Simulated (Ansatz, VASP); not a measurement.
# One calculation of Co, two programs

```
Co
1.0
     2.49352    0.00000    0.00000
    -1.24676    2.15945    0.00000
     0.00000    0.00000    4.02778
Co
2
Direct
  0.33333 0.66667 0.25000
  0.66667 0.33333 0.75000
```

Alike in both runs: task single point; functional PBE; k mesh 14 × 14 × 8; occupations fermi-dirac, width 0.03 eV; collinear spin.

|  | VASP | Ansatz |
| --- | --- | --- |
| version | VASP 6.6.1 | Ansatz 0.2.0 |
| potentials or method | VASP PAW PBE potentials, release 64 (Co), cutoff 520 eV | plane waves (420 eV) with PAW, scalar-relativistic |
| valence electrons in the cell | 18 | 34 |

```csv
,VASP,Ansatz,Ansatz less VASP
pressure (GPa),-0.9,-0.1,+0.81
"traceless stress, the component that is largest in VASP (GPa)",-0.01,-0.10,-0.088
net moment per atom (μB),1.57,1.58,+0.013
size of the moment on the site where the two differ most (μB),1.59,1.66,+0.070
```

Site moments also hang on the region over which each program counts them. With one functional, cell and mesh, what is left measures potentials, basis and numerics. VASP's potentials hold 18 valence electrons a cell and Ansatz's 34, so a difference there can come from the potentials and not from the codes.
